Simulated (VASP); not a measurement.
# Sr5AlO2 (Cmmm) in VASP: single point with PBE

Aim: the single point of Sr5AlO2 with PBE.

Everything below comes from runs of VASP 6.6.1. Logs are shortened: lines on timing, memory, paths and dates and some standing lists are left out, and cuts for length are marked.

## 1. The cell of the first run

The structure is orthorhombic, space group Cmmm (No. 65). The conventional cell has a = 5.216 Å, b = 15.688 Å, c = 5.357 Å, α = 90.00°, β = 90.00°, γ = 90.00°. Within 3.4 Å of Sr (site symmetry m2m) lie 3 O at 2.61 Å. Sr (site symmetry m2m) has 2 O at 2.70 Å and 2 Al at 3.46 Å and 2 Sr at 3.52 Å within 3.6 Å. Sr (site symmetry mmm) has 2 O at 2.58 Å and 8 Sr at 3.52 to 3.72 Å and 4 Al at 3.74 Å within 3.8 Å. Within 4.6 Å of Al (site symmetry mmm) lie 12 Sr at 3.46 to 3.77 Å and 8 O at 4.54 Å. O (site symmetry m2m) has 6 Sr at 2.58 to 2.70 Å within 3.4 Å.

## 2. Single point, PBE (built by hand: Sheared antiperovskite intergrowth (Cmmm, No. 65))

Contents of INCAR:

```
SYSTEM = Sr5AlO2
PREC     = Accurate       ! precision mode
ENCUT    = 520            ! plane-wave cutoff, eV
EDIFF    = 1E-6           ! SCF threshold, eV
ISMEAR   = 0              ! smearing method
SIGMA    = 0.1            ! smearing width, eV
LREAL    = .False.        ! projectors in reciprocal space
LASPH    = .True.         ! aspherical terms in the spheres
NELM     = 60             ! most SCF steps
ALGO     = Normal         ! electronic algorithm
ISIF     = 2              ! what is computed and relaxed
LWAVE    = .False.        ! write WAVECAR
LCHARG   = .False.        ! write CHGCAR
GGA      = PE             ! functional
NBANDS   = 42             ! bands
```

Contents of KPOINTS:

```
Automatic mesh
0
Gamma
  6 6 6
  0 0 0
```

Contents of POSCAR:

```
Sr5AlO2
1.0
    2.6077659461     -7.8441463303      0.0000000000
    2.6077659461      7.8441463303      0.0000000000
    0.0000000000      0.0000000000      5.3574869843
Sr Al O
5 1 2
Direct
    0.8310438839      0.1689561161      0.5000000000
    0.1689561161      0.8310438839      0.5000000000
    0.3547200884      0.6452799116      0.0000000000
    0.6452799116      0.3547200884      0.0000000000
    0.5000000000      0.5000000000      0.5000000000
    0.0000000000      0.0000000000      0.0000000000
    0.6644715277      0.3355284723      0.5000000000
    0.3355284723      0.6644715277      0.5000000000
```

Potentials or basis: VASP PAW PBE potentials, release 64 (Sr_sv, Al, O).

Started as:

```bash
$ cat potpaw_PBE.64/Sr_sv/POTCAR potpaw_PBE.64/Al/POTCAR potpaw_PBE.64/O/POTCAR > POTCAR
$ mpirun -np 1 vasp_std > vasp.out
```

OUTCAR:

```text
SYSTEM = Sr5AlO2
   PREC = Accurate
   ENCUT = 520
   EDIFF = 1E-6
   ISMEAR = 0
   LREAL = .False.
   LASPH = .True.
   NELM = 60
   ISIF = 2
   GGA = PE

 ion  position               nearest neighbor table
   1  0.831  0.169  0.500-   8 2.61   8 2.61   7 2.61   2 3.64   2 3.64   5 3.72   5 3.72   3 3.76
                             3 3.76   3 3.76   3 3.76   6 3.77   6 3.77   4 3.96   4 3.96
   2  0.169  0.831  0.500-   7 2.61   7 2.61   8 2.61   1 3.64   1 3.64   5 3.72   5 3.72   4 3.76
                             4 3.76   4 3.76   4 3.76   6 3.77   6 3.77   3 3.96   3 3.96
   3  0.355  0.645  0.000-   8 2.70   8 2.70   6 3.46   6 3.46   5 3.52   5 3.52   1 3.76   1 3.76
                             1 3.76   1 3.76   2 3.96   2 3.96   4 4.19   4 4.19   4 4.56
   4  0.645  0.355  0.000-   7 2.70   7 2.70   6 3.46   6 3.46   5 3.52   5 3.52   2 3.76   2 3.76
                             2 3.76   2 3.76   1 3.96   1 3.96   3 4.19   3 4.19   3 4.56
   5  0.500  0.500  0.500-   7 2.58   8 2.58   3 3.52   4 3.52   3 3.52   4 3.52   2 3.72   1 3.72
                             2 3.72   1 3.72   6 3.74   6 3.74   6 3.74   6 3.74
   6  0.000  0.000  0.000-   4 3.46   3 3.46   4 3.46   3 3.46   5 3.74   5 3.74   5 3.74   5 3.74
                             1 3.77   1 3.77   2 3.77   2 3.77
   7  0.664  0.336  0.500-   5 2.58   2 2.61   2 2.61   1 2.61   4 2.70   4 2.70
   8  0.336  0.664  0.500-   5 2.58   1 2.61   1 2.61   2 2.61   3 2.70   3 2.70

  LATTYP: Found a base centered orthorhombic cell.
 ALAT       =     5.2155318922
 B/A-ratio  =     3.0079947712
 C/A-ratio  =     1.0272177594

  Lattice vectors:

 A1 = (   2.6077659461,  -7.8441463303,   0.0000000000)
 A2 = (   2.6077659461,   7.8441463303,   0.0000000000)
 A3 = (   0.0000000000,   0.0000000000,   5.3574869843)

Analysis of symmetry for initial positions (statically):
=====================================================================
 Subroutine PRICEL returns:
 Original cell was already a primitive cell.

 Routine SETGRP: Setting up the symmetry group for a
 base centered orthorhombic supercell.

 Subroutine GETGRP returns: Found  8 space group operations
 (whereof  8 operations were pure point group operations)
 out of a pool of  8 trial point group operations.

The static configuration has the point symmetry D_2h.

Analysis of symmetry for dynamics (positions and initial velocities):
=====================================================================
 Subroutine PRICEL returns:
 Original cell was already a primitive cell.

 Routine SETGRP: Setting up the symmetry group for a
 base centered orthorhombic supercell.

 Subroutine GETGRP returns: Found  8 space group operations
 (whereof  8 operations were pure point group operations)
 out of a pool of  8 trial point group operations.

The dynamic configuration has the point symmetry D_2h.

 Subroutine INISYM returns: Found  8 space group operations
 (whereof  8 operations are pure point group operations),
 and found     1 'primitive' translations

----------------------------------------------------------------------------------------

                                     Primitive cell

  volume of cell :     219.1823

  direct lattice vectors                    reciprocal lattice vectors
     2.607765946 -7.844146330  0.000000000     0.191734999 -0.063741799  0.000000000
     2.607765946  7.844146330  0.000000000     0.191734999  0.063741799  0.000000000
     0.000000000  0.000000000  5.357486984     0.000000000  0.000000000  0.186654677

  length of vectors
     8.266261240  8.266261240  5.357486984     0.202052782  0.202052782  0.186654677

  position of ions in fractional coordinates (direct lattice)
     0.831043884  0.168956116  0.500000000
     0.168956116  0.831043884  0.500000000
     0.354720088  0.645279912  0.000000000
     0.645279912  0.354720088  0.000000000
     0.500000000  0.500000000  0.500000000
     0.000000000  0.000000000  0.000000000
     0.664471528  0.335528472  0.500000000
     0.335528472  0.664471528  0.500000000

  ion indices of the primitive-cell ions
   primitive index   ion index
                 1           1
                 2           2
                 3           3
                 4           4
                 5           5
                 6           6
                 7           7
                 8           8

----------------------------------------------------------------------------------------

 KPOINTS: Automatic mesh

Automatic generation of k-mesh.
 Grid dimensions read from file:
 generate k-points for:    6    6    6

 Generating k-lattice:

  Cartesian coordinates                     Fractional coordinates (reciprocal lattice)
     0.031955833 -0.010623633  0.000000000     0.166666667  0.000000000  0.000000000
     0.031955833  0.010623633  0.000000000     0.000000000  0.166666667  0.000000000
     0.000000000  0.000000000  0.031109113     0.000000000  0.000000000  0.166666667

  Length of vectors
     0.033675464  0.033675464  0.031109113

  Shift w.r.t. Gamma in fractional coordinates (k-lattice)
     0.000000000  0.000000000  0.000000000

 Subroutine IBZKPT returns following result:
 ===========================================

 Found     52 irreducible k-points:

 Following reciprocal coordinates:
            Coordinates               Weight
  0.000000  0.000000  0.000000      1.000000
  0.166667  0.000000  0.000000      4.000000
  0.333333 -0.000000  0.000000      4.000000
  0.500000 -0.000000  0.000000      2.000000
  0.166667  0.166667  0.000000      2.000000
  0.333333  0.166667  0.000000      4.000000
[... 16 lines left out ...]
  0.333333  0.333333  0.166667      4.000000
  0.500000  0.333333  0.166667      8.000000
 [... further k-points ...]
   k-points           NKPTS =     52   k-points in BZ     NKDIM =     52   number of bands    NBANDS=     42
   number of dos      NEDOS =    301   number of ions     NIONS =      8
   total plane-waves  NPLWV = 163840
   dimension x,y,z NGX =    64 NGY =   64 NGZ =   40
   dimension x,y,z NGXF=   128 NGYF=  128 NGZF=   80
   ions per type =               5   1   2
   NGX,Y,Z   is equivalent  to a cutoff of  12.87, 12.87, 12.41 a.u.
   NGXF,Y,Z  is equivalent  to a cutoff of  25.74, 25.74, 24.82 a.u.
 SYSTEM =  Sr5AlO2
   PREC   = accura    normal or accurate (medium, high low for compatibility)
   ISTART =      0    job   : 0-new  1-cont  2-samecut
   ICHARG =      2    charge: 1-file 2-atom 10-const
   ISPIN  =      1    spin polarized calculation?
   LNONCOLLINEAR =      F non collinear calculations
   LSORBIT =      F    spin-orbit coupling
   LASPH  =      T    aspherical Exc in radial PAW
   ENCUT  =  520.0 eV  38.22 Ry    6.18 a.u.  15.37 15.37  9.96*2*pi/ulx,y,z
   NELM   =     60;   NELMIN=  2; NELMDL= -5     # of ELM steps
   EDIFF  = 0.1E-05   stopping-criterion for ELM
   LREAL  =      F    real-space projection
   EDIFFG = 0.1E-04   stopping-criterion for IOM
   NSW    =      0    number of steps for IOM
   IBRION =     -1    ionic relax: 0-MD 1-quasi-New 2-CG
   NFREE  =      0    steps in history (QN), initial steepest desc. (CG)
   ISIF   =      2    stress and relaxation
   ISYM   =      2    0-nonsym 1-usesym 2-fastsym
   POTIM  = 0.5000    time-step for ionic-motion
   TEBEG  =    0.0;   TEEND  =   0.0 temperature during run
   PSTRESS=    0.0 pullay stress
   NELECT =      65.0000    total number of electrons
   NUPDOWN=      -1.0000    fix difference up-down
   EMIN   =  10.00;   EMAX   =-10.00  energy-range for DOS
   EFERMI =   0.00;   METHOD = LEGACY
   ISMEAR =     0;   SIGMA  =   0.10  broadening in eV -4-tet -1-fermi 0-gaus
   EFERMI_NEDOS =   21; number of points for ismear=-14 and -15
   IALGO  =     38    algorithm
   IMIX   =      4    mixing-type and parameters
     AMIX     =   0.40;   BMIX     =  1.00
     AMIX_MAG =   1.60;   BMIX_MAG =  1.00
  volume/ion in A,a.u.               =      27.40       184.89
  Fermi-wavevector in a.u.,A,eV,Ry     =   1.091719  2.063049 16.216105  1.191850
  Thomas-Fermi vector in A             =   2.227970
   LORBIT       =      0    0 simple, 1 ext, 2 COOP (PROOUT), +10 PAW based schemes
   GGA     = PE    functional components
   LHFCALC =     F    Hartree Fock is set to
   AEXX    =    0.0000 exact exchange contribution
   IVDW    =     0    specifies the selected vdW correction
   LEPSILON=     F    determine dielectric tensor
   LRPA    =     F    only Hartree local field effects (RPA)
 non-spin polarized calculation
 Gauss-broadening in eV      SIGMA  =   0.10
  energy-cutoff  :      520.00
  volume of cell :      219.18
 maximum number of plane-waves:      5934
 NGX is ok and might be reduce to    64
   NGX = 31   NGY = 31   NGZ = 19

 number of electron      64.9999988 magnetization

 Free energy of the ion-electron system (eV)
  ---------------------------------------------------
  ext. energy  EPLUGINS =         0.00000000
  ---------------------------------------------------
  free energy    TOTEN  =       -32.47002187 eV

  energy without entropy =      -32.44646945  energy(sigma->0) =      -32.45824566

 E-fermi :   3.2859     XC(G=0):  -8.8353

 val. band max:        3.2807518403   @ k =   0.3333   0.3333   0.0000
 cond. band min:       3.2881072040   @ k =   0.0000   0.0000   0.0000
 fundamental gap:      0.0073553637
 Fermi energy:         3.2859396734

 k-point     1 :       0.0000    0.0000    0.0000
  band No.  band energies     occupation
      1     -32.6311      2.00000
      2     -32.6037      2.00000
      3     -32.4902      2.00000
      4     -32.4642      2.00000
      5     -32.4519      2.00000
      6     -15.5239      2.00000
[... 34 lines left out ...]
     41       5.6153      0.00000
     42       6.2125      0.00000

 k-point     2 :       0.1667    0.0000    0.0000
  band No.  band energies     occupation
      1     -32.6279      2.00000
      2     -32.6037      2.00000
      3     -32.4881      2.00000
      4     -32.4665      2.00000
      5     -32.4542      2.00000
      6     -15.6603      2.00000
[... 979 lines left out ...]
     41       6.0513      0.00000
     42       6.3837      0.00000

 k-point    24 :       0.5000    0.3333    0.1667
  band No.  band energies     occupation
      1     -32.6159      2.00000
      2     -32.6105      2.00000
      3     -32.4870      2.00000
      4     -32.4793      2.00000
      5     -32.4474      2.00000
      6     -15.7034      2.00000
[... 34 lines left out ...]
     41       5.9408      0.00000
     42       6.3176      0.00000

 [... further k-points ...]
[... 5 lines left out ...]
  --------------------------------------------------------------------------------------
  -------------------------------------------------------------------------------------
  Total        0.2556871      0.2412439      0.1874680     -0.0000000      0.0000000      0.0000000
  in kB        1.8690199      1.7634430      1.3703528     -0.0000000      0.0000000      0.0000000
  external PRESSURE =       1.6676052 kB  Pullay stress =       0.0000000 kB

 VOLUME and BASIS-vectors are now :
 -----------------------------------------------------------------------------
  energy-cutoff  :      520.00
  volume of cell :      219.18
      direct lattice vectors                 reciprocal lattice vectors
     2.607765946 -7.844146330  0.000000000     0.191734999 -0.063741799  0.000000000
     2.607765946  7.844146330  0.000000000     0.191734999  0.063741799  0.000000000
     0.000000000  0.000000000  5.357486984     0.000000000  0.000000000  0.186654677

 POSITION                                       TOTAL-FORCE (eV/Angst)
 -----------------------------------------------------------------------------------
      2.60777     -5.19351      2.67874         0.000000     -0.023157     -0.000000
      2.60777      5.19351      2.67874         0.000000      0.023157     -0.000000
      2.60777      2.27919      0.00000         0.000000     -0.003952     -0.000000
      2.60777     -2.27919      0.00000         0.000000      0.003952      0.000000
      2.60777      0.00000      2.67874        -0.000000     -0.000000     -0.000000
      0.00000      0.00000      0.00000         0.000000      0.000000     -0.000000
      2.60777     -2.58028      2.67874         0.000000     -0.006296     -0.000000
      2.60777      2.58028      2.67874         0.000000      0.006296      0.000000
 -----------------------------------------------------------------------------------
    total drift:                               -0.000000     -0.000000     -0.000000

  FREE ENERGIE OF THE ION-ELECTRON SYSTEM (eV)
  ---------------------------------------------------
  free  energy   TOTEN  =       -32.4700218661 eV

  energy  without entropy=      -32.4464694539  energy(sigma->0) =      -32.45824566
```

Run time: 18 min. Hardware: 1 thread of Intel Xeon 8259CL, shared host; peak memory 0.67 GiB.

What came out:

* Free energy: -32.4700 eV
* Pressure: 0.2 GPa
* Largest force: 0.023 eV/Å
* Band gap on the k mesh: zero (an odd number of electrons rules out a gap without spin polarisation)

Forces on the atoms (eV/Å):
```
Sr   0.000 -0.023  0.000
Sr   0.000  0.023  0.000
Sr   0.000 -0.004  0.000
Sr   0.000  0.004  0.000
Sr   0.000  0.000  0.000
Al   0.000  0.000  0.000
O    0.000 -0.006  0.000
O    0.000  0.006  0.000
```

Levels at points of the mesh, in eV from the Fermi level:
```
           k point  band 30  band 31  band 32  band 33  band 34  band 35
(0.00, 0.00, 0.00)    -1.47    -1.20     0.00     0.28     0.46     0.70
(0.50, 0.00, 0.00)    -1.99    -0.89    -0.44    -0.38     0.45     1.44
(0.50, 0.50, 0.00)    -2.44    -0.31    -0.08     0.34     0.56     0.64
(0.00, 0.00, 0.50)    -1.84    -0.88    -0.53    -0.27     1.11     1.25
(0.50, 0.00, 0.50)    -1.09    -0.83    -0.20     0.04     0.52     0.84
(0.50, 0.50, 0.50)    -1.55    -1.43    -0.31     0.28     0.75     1.08
```

Caveat: the cell differs from its parent crystal (built by hand: Sheared antiperovskite intergrowth (Cmmm, No. 65)); an odd number of electrons without spin polarisation forces a metal; a magnetic or distorted state may lie lower.
